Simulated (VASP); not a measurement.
A run of VASP 6.6.1:

File POSCAR:

```
PbO
1.0
    0.0000000000      2.8317425422      2.8317425422
    2.8317425422      0.0000000000      2.8317425422
    2.8317425422      2.8317425422      0.0000000000
Pb O
1 1
Direct
    0.0000000000      0.0000000000      0.0000000000
    0.2500000000      0.2500000000      0.2500000000
```

File INCAR.step1:

```
PREC = Accurate
ENCUT = 600
ISMEAR = -1
SIGMA = 0.02
LREAL = False
LASPH = True
NELM = 80
GGA = PE
ALGO = Normal
EDIFF = 1E-4
LWAVE = True
LCHARG = False
```

The input INCAR.step2:

```
PREC = Accurate
ENCUT = 600
EDIFF = 1E-6
ISMEAR = -1
SIGMA = 0.02
LREAL = False
LASPH = True
NELM = 80
ALGO = Normal
ISIF = 3
LWAVE = False
LCHARG = False
METAGGA = R2SCAN
LMIXTAU = True
IBRION = 2
NSW = 80
EDIFFG = -0.005
ISTART = 1
```

File KPOINTS:

```
regular mesh
0
Gamma
  8 8 8
```

Potentials or basis: VASP PAW PBE potentials, release 64 (Pb_d, O).

The run is started by

```console
$ cat potpaw_PBE.64/Pb_d/POTCAR potpaw_PBE.64/O/POTCAR > POTCAR
$ cp INCAR.step1 INCAR
$ mpirun -np 1 vasp_std > vasp.out
$ cp INCAR.step2 INCAR
$ mpirun -np 1 vasp_std > vasp.out
```

Hardware: 1 thread of Intel(R) Xeon(R) Platinum 8488C (Sapphire Rapids) (shared host).

**Question.** Estimate the wall time of this run.

**Answer.** Run time: 110 s on 1 thread of Intel(R) Xeon(R) Platinum 8488C (Sapphire Rapids) (shared host), peak memory 0.21 GiB. Counts: k points 29, ion steps 3.
